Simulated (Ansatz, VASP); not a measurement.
## C in VASP and in Ansatz

```
CELL_PARAMETERS angstrom
1.25306 0.72346 3.41706
-1.25306 0.72346 3.41706
0.00000 -1.44691 3.41706
ATOMIC_POSITIONS crystal
C 0.17225 0.17225 0.17225
C 0.82775 0.82775 0.82775
```

Change from the starting cell: mode 4 frozen in at +0.057 Å, equal normal strain along x, y and z +0.0167.

Alike in both runs: task single point; functional PBE; dispersion D3(BJ); k mesh 15 × 15 × 15; occupations gaussian, width 0.05 eV; no spin polarisation.

|  | VASP | Ansatz |
| --- | --- | --- |
| version | VASP 6.6.1 | Ansatz 0.2.0 |
| potentials or method | VASP PAW PBE potentials, release 64 (C), cutoff 520 eV | scalar-relativistic, plane waves, PAW |
| valence electrons in the cell | 8 | 8 |

VASP gave:

| Item | Value |
| --- | --- |
| gap on the k mesh at the Fermi level (eV) | 0.45 |
| least direct gap on the mesh (eV) | 0.45 |
| pressure (GPa) | -13.3 |
| traceless stress, the component that is largest in VASP (GPa) | 11.06 |
| rms of the force components (eV/Å) | 1.107 |

Problem. Estimate Ansatz's values.

Solution. gap on the k mesh at the Fermi level (eV): 0.45; least direct gap on the mesh (eV): 0.45; pressure (GPa): -13.7; traceless stress, the component that is largest in VASP (GPa): 11.54; rms of the force components (eV/Å): 1.111.

Atom by atom the forces differ by 0.004 eV/Å (rms over components).
